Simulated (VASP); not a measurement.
Here is a VASP 6.6.1 calculation.

File INCAR:

```
SYSTEM = Si
PREC = Accurate
ENCUT = 520
EDIFF = 1E-6
ISMEAR = 0
SIGMA = 0.1
LREAL = .FALSE.
LASPH = .TRUE.
NELM = 80
ALGO = Normal
ISIF = 2
LWAVE = .FALSE.
LCHARG = .FALSE.
LDIPOL = .TRUE.
IDIPOL = 3
DIPOL = 0.5 0.5 0.383
GGA = PE
IVDW = 12
NBANDS = 16
```

KPOINTS

```
regular mesh
0
G
  9 9 1
  0 0 0
```

The input POSCAR:

```
Si
1.0
    3.8475254770      0.0000000000      0.0000000000
   -1.9237627385      3.3320548047      0.0000000000
    0.0000000000      0.0000000000     18.4415958116
Si
4
Direct
    0.3333333333      0.6666666667      0.2695427205
    0.6666666667      0.3333333333      0.2440135900
    0.0000000000      1.1666666667      0.5228178684
    0.3333333333      0.8333333333      0.4972887379
```

Potentials or basis: VASP PAW PBE potentials, release 64 (Si).

Launch:

```sh
$ cat potpaw_PBE.64/Si/POTCAR > POTCAR
$ mpirun -np 1 vasp_std > vasp.out
```

(1) Predict the largest force.

(2) What does it give for the dispersion energy per atom?

## Answers

(1) 0.165 eV/Å.

(2) -0.234 eV.
